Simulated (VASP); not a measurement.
FeClO: single point with LDA+U

Crystal: FeClO.

```xyz
6
Lattice="3.3000 0.0000 0.0000 0.0000 3.7500 0.0000 0.0000 0.0000 7.6500" Properties=species:S:1:pos:R:3 pbc="T T T"
Fe    1.6500    0.0000    0.7421
Fe    0.0000    1.8750    6.9080
Cl    0.0000    0.0000    2.3333
Cl    1.6500    1.8750    5.3168
O     0.0000    0.0000    7.0151
O     1.6500    1.8750    0.6350
```

- Program: VASP 6.6.1
- Task: single point
- Functional: LDA
- Potentials or basis: VASP PAW LDA potentials, release 64 (Fe, Cl, O)
- Cutoff: 520 eV
- k mesh: 6 × 5 × 3
- Occupations: gaussian, width 0.05 eV
- Spin: collinear spin, ferromagnetic start
- Starting moments: [3.5, 3.5, 0.24, 0.24, 0.33, 0.33] μB
- Hubbard terms: Fe d U = 1.0 eV
- Dipole correction: no
- Further INCAR settings: ALGO = Fast; EDIFF = 1e-07; NBANDS = 34

```json
{
 "Pressure": "-0.2 GPa",
 "Largest force": "0.627 eV/Å",
 "Net moment": "8.37 μB per cell",
 "Site moments": "Fe +3.48; Cl +0.22; O +0.30 μB",
 "Valence electrons inside the program's atomic spheres": "Fe 7.00; Cl 5.09; O 4.97"
}
```

Forces on the atoms (eV/Å):
```
Fe   0.000  0.000 -0.155
Fe   0.000  0.000  0.155
Cl   0.000  0.000  0.622
Cl   0.000  0.000 -0.622
O    0.000  0.000  0.627
O    0.000  0.000 -0.627
```

Stress tensor (GPa, compression positive):
```
-2.28  0.00  0.00
 0.00 -0.17  0.00
 0.00  0.00  1.97
```

Levels at points of the mesh, in eV from the Fermi level:
Spin up:
```
           k point  band 24  band 25  band 26  band 27  band 28  band 29
(0.00, 0.00, 0.00)    -1.31    -0.46    -0.13     4.85     7.33     7.81
(0.50, 0.00, 0.00)    -1.32    -0.71    -0.71     7.21     7.21     8.73
```
Spin down:
```tsv
k point	band 15	band 16	band 17	band 18	band 19	band 20
(0.00, 0.00, 0.00)	-1.46	-1.43	-0.70	-0.25	0.14	0.34
(0.50, 0.00, 0.00)	-1.86	-1.86	-0.34	-0.34	0.33	0.33
```

Eigenvalues of the final occupation matrices:
```
    site  spin  trace               eigenvalues
site 1 d     1   4.75  0.86 0.95 0.97 0.97 1.00
site 1 d     2   1.32  0.20 0.24 0.25 0.29 0.34
site 2 d     1   4.75  0.86 0.95 0.97 0.97 1.00
site 2 d     2   1.32  0.20 0.24 0.25 0.29 0.34
```

Wall time 2.2 min on 1 thread of AMD EPYC 9R45 (Zen 5) (shared host), peak memory 0.22 GiB.

Caveat: only a ferromagnetic start was run, and an antiferromagnetic order may lie lower in energy. The state reached can hang on the start; a lower one may exist.
